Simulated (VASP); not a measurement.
# H3C5 in VASP: a series of runs

Runs on H3C5. Level: PBE. Tasks: single point.

Everything below comes from runs of VASP 6.6.1. Logs are shortened: lines on timing, memory, paths and dates and some standing lists are left out, and cuts for length are marked.

### Step 1. The cell of the first run

The cell holds a slab with vacuum, 32 atoms: a = 5.049 Å, b = 5.049 Å, c = 17.136 Å, α = 90.00°, β = 90.00°, γ = 90.00°.

### Step 2. Single point, PBE

Input file INCAR:

```
PREC = Accurate ; ENCUT = 520
EDIFF = 1E-6 ; ISMEAR = 0
SIGMA = 0.02 ; LREAL = Auto
LASPH = True ; NELM = 60
ALGO = Normal ; ISIF = 2
LWAVE = False ; LCHARG = True
GGA = PE ; LELF = True
LVHAR = True ; NBANDS = 68
```

Input file KPOINTS:

```
Automatic mesh
0
Gamma
  3 3 1
```

Input file POSCAR:

```
H3C5
1.0
    5.0487420000      0.0000000000      0.0000000000
    0.0000000000      5.0487420000      0.0000000000
    0.0000000000      0.0000000000     17.1355610000
H C
12 20
Direct
    0.4277868000      0.0000000000      0.0583582000
    0.0722132000      0.0000000000      0.0583582000
    0.9277868000      0.0000000000      0.0583582000
    0.5722132000      0.0000000000      0.0583582000
    0.4277868000      0.5000000000      0.0583582000
    0.0722132000      0.5000000000      0.0583582000
    0.9277868000      0.5000000000      0.0583582000
    0.5722132000      0.5000000000      0.0583582000
    0.7499850653      0.0606806374      0.3600518452
    0.2499993829      0.4973533254      0.3595365543
    0.7500161582      0.4188271499      0.3590808331
    0.7500059539      0.7420205395      0.3204945739
    0.2500000000      0.0000000000      0.0953981000
    0.7500000000      0.0000000000      0.0953981000
    0.2500000000      0.5000000000      0.0953981000
    0.7500000000      0.5000000000      0.0953981000
    0.2500000000      0.2500000000      0.1474828000
    0.7500000000      0.2500000000      0.1474828000
    0.2500000000      0.7500000000      0.1474828000
    0.7500000000      0.7500000000      0.1474828000
   -0.0049778770      0.2510085231      0.1976228448
    0.5049935410      0.2510118049      0.1976214827
    0.0060904628      0.7502622466      0.2012071405
    0.4939232896      0.7502630440      0.2012060213
    0.0029116262      0.0068632548      0.2535713112
    0.4970974472      0.0068755048      0.2535684769
    0.0009086872      0.4915808044      0.2530705422
    0.4991113429      0.4915817867      0.2530696750
    0.2500030024      0.0910320073      0.2977557202
    0.7500015862     -0.0034086008      0.2993617781
    0.2500083886      0.4123122944      0.3005486586
    0.7500145823      0.5060694453      0.3010525512
```

Potentials or basis: VASP PAW PBE potentials, release 64 (H, C).

Launch:

```sh
$ cat potpaw_PBE.64/H/POTCAR potpaw_PBE.64/C/POTCAR > POTCAR
$ mpirun -np 1 vasp_std > vasp.out
```

OUTCAR:

```text
PREC = Accurate
   ENCUT = 520
   EDIFF = 1E-6
   ISMEAR = 0
   LREAL = Auto
   LASPH = True
   NELM = 60
   ISIF = 2
   GGA = PE

 ion  position               nearest neighbor table
   1  0.428  0.000  0.058-   4 0.73  13 1.10
   2  0.072  0.000  0.058-   3 0.73  13 1.10
   3  0.928  0.000  0.058-   2 0.73  14 1.10
   4  0.572  0.000  0.058-   1 0.73  14 1.10
   5  0.428  0.500  0.058-   8 0.73  15 1.10
   6  0.072  0.500  0.058-   7 0.73  15 1.10
   7  0.928  0.500  0.058-   6 0.73  16 1.10
   8  0.572  0.500  0.058-   5 0.73  16 1.10
   9  0.750  0.061  0.360-  30 1.09
  10  0.250  0.497  0.360-  31 1.10
  11  0.750  0.419  0.359-  32 1.09
  12  0.750  0.742  0.320-  32 1.24  30 1.34
  13  0.250  0.000  0.095-   1 1.10   2 1.10  17 1.55  19 1.55
  14  0.750  0.000  0.095-   3 1.10   4 1.10  18 1.55  20 1.55
  15  0.250  0.500  0.095-   5 1.10   6 1.10  17 1.55  19 1.55
  16  0.750  0.500  0.095-   7 1.10   8 1.10  18 1.55  20 1.55
  17  0.250  0.250  0.147-  13 1.55  15 1.55  21 1.55  22 1.55
  18  0.750  0.250  0.147-  22 1.51  21 1.51  14 1.55  16 1.55
[... 8 lines left out ...]
  27  0.001  0.492  0.253-  32 1.51  21 1.54  31 1.55  23 1.58
  28  0.499  0.492  0.253-  32 1.51  22 1.54  31 1.55  24 1.58
  29  0.250  0.091  0.298-  25 1.52  26 1.52  31 1.62
  30  0.750  0.997  0.299-   9 1.09  12 1.34  25 1.50  26 1.50
  31  0.250  0.412  0.301-  10 1.10  27 1.55  28 1.55  29 1.62
  32  0.750  0.506  0.301-  11 1.09  12 1.24  27 1.51  28 1.51

  LATTYP: Found a simple tetragonal cell.
 ALAT       =     5.0487420000
 C/A-ratio  =     3.3940258781

  Lattice vectors:

 A1 = (   5.0487420000,   0.0000000000,   0.0000000000)
 A2 = (   0.0000000000,   5.0487420000,   0.0000000000)
 A3 = (   0.0000000000,   0.0000000000,  17.1355610000)

Analysis of symmetry for initial positions (statically):
=====================================================================
 Subroutine PRICEL returns:
 Original cell was already a primitive cell.

 Routine SETGRP: Setting up the symmetry group for a
 simple tetragonal supercell.

 Subroutine GETGRP returns: Found  1 space group operations
 (whereof  1 operations were pure point group operations)
 out of a pool of 16 trial point group operations.

The static configuration has the point symmetry C_1 .

Analysis of symmetry for dynamics (positions and initial velocities):
=====================================================================
 Subroutine PRICEL returns:
 Original cell was already a primitive cell.

 Routine SETGRP: Setting up the symmetry group for a
 simple tetragonal supercell.

 Subroutine GETGRP returns: Found  1 space group operations
 (whereof  1 operations were pure point group operations)
 out of a pool of 16 trial point group operations.

The dynamic configuration has the point symmetry C_1 .

 Subroutine INISYM returns: Found  1 space group operations
 (whereof  1 operations are pure point group operations),
 and found     1 'primitive' translations

----------------------------------------------------------------------------------------

                                     Primitive cell

  volume of cell :     436.7820

  direct lattice vectors                    reciprocal lattice vectors
     5.048742000  0.000000000  0.000000000     0.198069143  0.000000000  0.000000000
     0.000000000  5.048742000  0.000000000     0.000000000  0.198069143  0.000000000
     0.000000000  0.000000000 17.135561000     0.000000000  0.000000000  0.058358171

  length of vectors
     5.048742000  5.048742000 17.135561000     0.198069143  0.198069143  0.058358171

  position of ions in fractional coordinates (direct lattice)
     0.427786800  0.000000000  0.058358200
     0.072213200  0.000000000  0.058358200
     0.927786800  0.000000000  0.058358200
     0.572213200  0.000000000  0.058358200
     0.427786800  0.500000000  0.058358200
     0.072213200  0.500000000  0.058358200
[... 24 lines left out ...]
     0.250008389  0.412312294  0.300548659
     0.750014582  0.506069445  0.301052551

  ion indices of the primitive-cell ions
   primitive index   ion index
                 1           1
                 2           2
                 3           3
                 4           4
                 5           5
                 6           6
[... 24 lines left out ...]
                31          31
                32          32

----------------------------------------------------------------------------------------

 KPOINTS: Automatic mesh

Automatic generation of k-mesh.
 Grid dimensions read from file:
 generate k-points for:    3    3    1

 Generating k-lattice:

  Cartesian coordinates                     Fractional coordinates (reciprocal lattice)
     0.066023048  0.000000000  0.000000000     0.333333333  0.000000000  0.000000000
     0.000000000  0.066023048  0.000000000     0.000000000  0.333333333  0.000000000
     0.000000000  0.000000000  0.058358171     0.000000000  0.000000000  1.000000000

  Length of vectors
     0.066023048  0.066023048  0.058358171

  Shift w.r.t. Gamma in fractional coordinates (k-lattice)
     0.000000000  0.000000000  0.000000000

 Subroutine IBZKPT returns following result:
 ===========================================

 Found      5 irreducible k-points:

 Following reciprocal coordinates:
            Coordinates               Weight
  0.000000  0.000000  0.000000      1.000000
  0.333333  0.000000  0.000000      2.000000
  0.000000  0.333333  0.000000      2.000000
  0.333333  0.333333  0.000000      2.000000
 -0.333333  0.333333  0.000000      2.000000
   k-points           NKPTS =      5   k-points in BZ     NKDIM =      5   number of bands    NBANDS=     68
   number of dos      NEDOS =    301   number of ions     NIONS =     32
   total plane-waves  NPLWV = 204800
   dimension x,y,z NGX =    40 NGY =   40 NGZ =  128
   dimension x,y,z NGXF=    80 NGYF=   80 NGZF=  256
   ions per type =              12  20
   NGX,Y,Z   is equivalent  to a cutoff of  13.17, 13.17, 12.42 a.u.
   NGXF,Y,Z  is equivalent  to a cutoff of  26.34, 26.34, 24.84 a.u.
 SYSTEM =  unknown system
   PREC   = accura    normal or accurate (medium, high low for compatibility)
   ISTART =      0    job   : 0-new  1-cont  2-samecut
   ICHARG =      2    charge: 1-file 2-atom 10-const
   ISPIN  =      1    spin polarized calculation?
   LNONCOLLINEAR =      F non collinear calculations
   LSORBIT =      F    spin-orbit coupling
   LASPH  =      T    aspherical Exc in radial PAW
   ENCUT  =  520.0 eV  38.22 Ry    6.18 a.u.   9.39  9.39 31.86*2*pi/ulx,y,z
   NELM   =     60;   NELMIN=  2; NELMDL= -5     # of ELM steps
   EDIFF  = 0.1E-05   stopping-criterion for ELM
   LREAL  =      T    real-space projection
   EDIFFG = 0.1E-04   stopping-criterion for IOM
   NSW    =      0    number of steps for IOM
   IBRION =     -1    ionic relax: 0-MD 1-quasi-New 2-CG
   NFREE  =      0    steps in history (QN), initial steepest desc. (CG)
   ISIF   =      2    stress and relaxation
   ISYM   =      2    0-nonsym 1-usesym 2-fastsym
   POTIM  = 0.5000    time-step for ionic-motion
   TEBEG  =    0.0;   TEEND  =   0.0 temperature during run
   PSTRESS=    0.0 pullay stress
   NELECT =      92.0000    total number of electrons
   NUPDOWN=      -1.0000    fix difference up-down
   EMIN   =  10.00;   EMAX   =-10.00  energy-range for DOS
   EFERMI =   0.00;   METHOD = LEGACY
   ISMEAR =     0;   SIGMA  =   0.02  broadening in eV -4-tet -1-fermi 0-gaus
   EFERMI_NEDOS =   21; number of points for ismear=-14 and -15
   IALGO  =     38    algorithm
   IMIX   =      4    mixing-type and parameters
     AMIX     =   0.40;   BMIX     =  1.00
     AMIX_MAG =   1.60;   BMIX_MAG =  1.00
  volume/ion in A,a.u.               =      13.65        92.11
  Fermi-wavevector in a.u.,A,eV,Ry     =   0.974053  1.840693 12.908923  0.948779
  Thomas-Fermi vector in A             =   2.104482
   LORBIT       =      0    0 simple, 1 ext, 2 COOP (PROOUT), +10 PAW based schemes
   GGA     = PE    functional components
   LHFCALC =     F    Hartree Fock is set to
   AEXX    =    0.0000 exact exchange contribution
   IVDW    =     0    specifies the selected vdW correction
   LEPSILON=     F    determine dielectric tensor
   LRPA    =     F    only Hartree local field effects (RPA)
 non-spin polarized calculation
 Gauss-broadening in eV      SIGMA  =   0.02
  energy-cutoff  :      520.00
  volume of cell :      436.78
 maximum number of plane-waves:     11773
 NGX is ok and might be reduce to    40
   NGX = 19   NGY = 19   NGZ = 63

 number of electron      92.0000003 magnetization

 Free energy of the ion-electron system (eV)
  ---------------------------------------------------
  ext. energy  EPLUGINS =         0.00000000
  ---------------------------------------------------
  free energy    TOTEN  =      -206.75470211 eV

  energy without entropy =     -206.75470211  energy(sigma->0) =     -206.75470211

 E-fermi :   1.0651     XC(G=0):  -5.1423

 val. band max:        0.9603342248   @ k =   0.3333   0.0000   0.0000
 cond. band min:       1.2415161324   @ k =  -0.3333   0.3333   0.0000
 fundamental gap:      0.2811819076
 Fermi energy:         1.0651374448

 k-point     1 :       0.0000    0.0000    0.0000
  band No.  band energies     occupation
      1     -20.3052      2.00000
      2     -18.0084      2.00000
      3     -16.0757      2.00000
      4     -16.0523      2.00000
      5     -15.9197      2.00000
      6     -15.8588      2.00000
[... 50 lines left out ...]
     57       6.0020      0.00000
     58       6.4470      0.00000

 k-point     2 :       0.3333    0.0000    0.0000
  band No.  band energies     occupation
      1     -19.7984      2.00000
      2     -18.3019      2.00000
      3     -17.5168      2.00000
      4     -16.1582      2.00000
      5     -15.4809      2.00000
      6     -15.4273      2.00000
[... 50 lines left out ...]
     57       6.1336      0.00000
     58       6.5241      0.00000

 k-point     3 :       0.0000    0.3333    0.0000
  band No.  band energies     occupation
      1     -19.8288      2.00000
      2     -18.2971      2.00000
      3     -17.5154      2.00000
      4     -16.2198      2.00000
      5     -15.6175      2.00000
      6     -15.3638      2.00000
[... 50 lines left out ...]
     57       6.5043      0.00000
     58       6.6561      0.00000

 k-point     4 :       0.3333    0.3333    0.0000
  band No.  band energies     occupation
      1     -19.3258      2.00000
      2     -17.8967      2.00000
      3     -17.7437      2.00000
      4     -17.0561      2.00000
      5     -16.2936      2.00000
      6     -15.8357      2.00000
[... 50 lines left out ...]
     57       6.5731      0.00000
     58       6.7093      0.00000

 k-point     5 :      -0.3333    0.3333    0.0000
  band No.  band energies     occupation
      1     -19.3258      2.00000
      2     -17.8967      2.00000
      3     -17.7437      2.00000
      4     -17.0560      2.00000
      5     -16.2936      2.00000
      6     -15.8357      2.00000
[... 50 lines left out ...]
     57       6.5731      0.00000
     58       6.7093      0.00000
 [bands above 58 left out]

------------------------ aborting loop because EDIFF is reached ----------------------------------------

  FORCE on cell =-STRESS in cart. coord.  units (eV):
  Direction    XX          YY          ZZ          XY          YZ          ZX
  --------------------------------------------------------------------------------------
  -------------------------------------------------------------------------------------
  Total       69.7471394      2.3715693     -3.9972630      0.0003312     -0.0148747     -0.0028820
  in kB      255.8422697      8.6992480    -14.6625203      0.0012150     -0.0545623     -0.0105717
  external PRESSURE =      83.2929991 kB  Pullay stress =       0.0000000 kB

 VOLUME and BASIS-vectors are now :
 -----------------------------------------------------------------------------
  energy-cutoff  :      520.00
  volume of cell :      436.78
      direct lattice vectors                 reciprocal lattice vectors
     5.048742000  0.000000000  0.000000000     0.198069143  0.000000000  0.000000000
     0.000000000  5.048742000  0.000000000     0.000000000  0.198069143  0.000000000
     0.000000000  0.000000000 17.135561000     0.000000000  0.000000000  0.058358171

 POSITION                                       TOTAL-FORCE (eV/Angst)
 -----------------------------------------------------------------------------------
      2.15979      0.00000      1.00000        -8.852581     -0.001941      0.049227
      0.36459      0.00000      1.00000         8.852500     -0.001932      0.049249
      4.68416      0.00000      1.00000        -8.839601     -0.031460      0.054543
      2.88896      0.00000      1.00000         8.839494     -0.031484      0.054566
      2.15979      2.52437      1.00000        -8.831418      0.007872      0.035732
      0.36459      2.52437      1.00000         8.831354      0.007883      0.035704
[... 24 lines left out ...]
      1.26223      2.08166      5.15007         0.000021     -0.004828      0.007478
      3.78663      2.55501      5.15870        -0.000789     -0.015101      0.021687
 -----------------------------------------------------------------------------------
    total drift:                                0.000911     -0.008007     -0.027907

  FREE ENERGIE OF THE ION-ELECTRON SYSTEM (eV)
  ---------------------------------------------------
  free  energy   TOTEN  =      -206.7547021051 eV

  energy  without entropy=     -206.7547021051  energy(sigma->0) =     -206.75470211
```

Run time: 10 min. Hardware: 1 thread of AMD EPYC 7R13, shared host; peak memory 0.47 GiB.

What came out:

```
Free energy            : -206.7547 eV
Largest force          : 8.853 eV/Å
Band gap on the k mesh : 0.28 eV (least direct gap 0.51 eV)
```

Forces in eV/Å, atoms in the order of the input:
```
H   -8.853 -0.002  0.049
H    8.852 -0.002  0.049
H   -8.840 -0.031  0.055
H    8.839 -0.031  0.055
H   -8.831  0.008  0.036
H    8.831  0.008  0.036
H   -8.817  0.029  0.042
H    8.817  0.029  0.042
H    0.000  0.005  0.022
H    0.000  0.007  0.018
H    0.000 -0.006  0.018
H    0.000  0.009  0.004
C    0.000  0.032  0.923
C    0.000 -0.095  0.919
C    0.000 -0.040  0.984
C    0.000  0.111  0.975
C    0.001 -0.014 -1.557
C    0.001 -0.090 -2.233
C    0.001  0.022 -0.633
C    0.001  0.073  0.121
C    0.010 -0.005  0.002
C   -0.011 -0.004  0.002
C   -0.009  0.000  0.006
C    0.007  0.001  0.007
C    0.007 -0.014 -0.008
C   -0.007 -0.016 -0.007
C    0.005  0.015 -0.003
C   -0.005  0.015 -0.002
C    0.001  0.002  0.023
C    0.000  0.004  0.027
C    0.000 -0.005  0.007
C   -0.001 -0.015  0.022
```

Levels at points of the mesh, in eV from the valence-band top:
```csv
k point,band 42,band 43,band 44,band 45,band 46,band 47,band 48,band 49,band 50,band 51
"(0.00, 0.00, 0.00)",-2.99,-2.68,-0.83,-0.35,-0.18,1.65,1.73,2.48,3.52,3.63
```

[end of part 1 of 2]
